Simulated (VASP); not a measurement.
Write the native input for VASP 6.6.1 that does the following.

```yaml
Task: single point
Functional: PBE
Potentials_or_basis: VASP PAW PBE potentials, release 64 (Ca_sv, B)
Cutoff: 520 eV
k_mesh: 6 × 6 × 2
Occupations: gaussian, width 0.1 eV
Spin: no spin polarisation
Dipole_correction: no
Further_INCAR_settings: ALGO = Normal; EDIFF = 1e-07; NBANDS = 21
```

The structure of CaB lies in POSCAR:

```
CaB
1.0
    3.2983759082      0.0000000000      0.0000000000
   -1.6491879541      2.8564773278      0.0000000000
    0.0000000000      0.0000000000      7.9963655144
Ca B
2 2
Direct
    0.3333333333      0.6666666667      0.2961468946
    0.6666666667      0.3333333333      0.7038531054
    0.3333333333      0.6666666667      0.9834807864
    0.6666666667      0.3333333333      0.0165192136
```

The input as run:

INCAR

```
SYSTEM = CaB
  PREC = Accurate
  ENCUT = 520
  EDIFF = 1E-7
  ISMEAR = 0
  SIGMA = 0.1
  LREAL = .FALSE.
  LASPH = .TRUE.
  NELM = 100
  ALGO = Normal
  ISIF = 2
  LWAVE = .FALSE.
  LCHARG = .FALSE.
  GGA = PE
  NBANDS = 21
```

KPOINTS

```
Automatic mesh
0
G
  6 6 2
  0 0 0
```

Potentials or basis: VASP PAW PBE potentials, release 64 (Ca_sv, B).

The run is started by

```sh
$ cat potpaw_PBE.64/Ca_sv/POTCAR potpaw_PBE.64/B/POTCAR > POTCAR
$ mpirun -np 1 vasp_std > vasp.out
```

Results of the run:

```json
{
 "Pressure": "0.1 GPa",
 "Largest force": "0.025 eV/Å",
 "Band gap on the k mesh": "zero (band 13 reaches 4.31 eV, above the bottom of band 14 at 3.65 eV)"
}
```

Caveat: the k points lie up to 0.39 Å⁻¹ apart.

It took 14 s on 1 thread of Intel(R) Xeon(R) 6975P-C (Granite Rapids), on a shared host, peak memory 0.2 GiB.
